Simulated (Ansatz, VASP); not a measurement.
# Sb in VASP and in Ansatz

```
Sb
1.0
     5.22701    0.00000    0.00000
     0.00000    5.22701    0.00000
     0.00000    0.00000    5.20066
Sb
1
Direct
  0.00000 0.00000 0.00000
```

Alike in both runs: task single point; functional PBEsol; k mesh 4 × 4 × 4; occupations gaussian, width 0.1 eV; no spin polarisation.

```csv
,VASP,Ansatz
version,VASP 6.6.1,Ansatz 0.2.0
potentials or method,"VASP PAW PBE potentials, release 64 (Sb), cutoff 500 eV","scalar-relativistic, plane waves, PAW"
valence electrons in the cell,5,15
```

```tsv
	VASP	Ansatz	Ansatz less VASP
gap on the k mesh at the Fermi level (eV)	none	none	-
pressure (GPa)	-1.5	-1.5	0.00
```

VASP's potentials were made for PBE, not for PBEsol. A gap of «none» marks a metal or a gap that the smearing closes. The functional is the same, so the differences come from potentials, cutoffs and numerics. VASP's potentials hold 5 valence electrons a cell and Ansatz's 15, so a difference there can come from the potentials and not from the codes.

Spin-orbit coupling is off throughout.
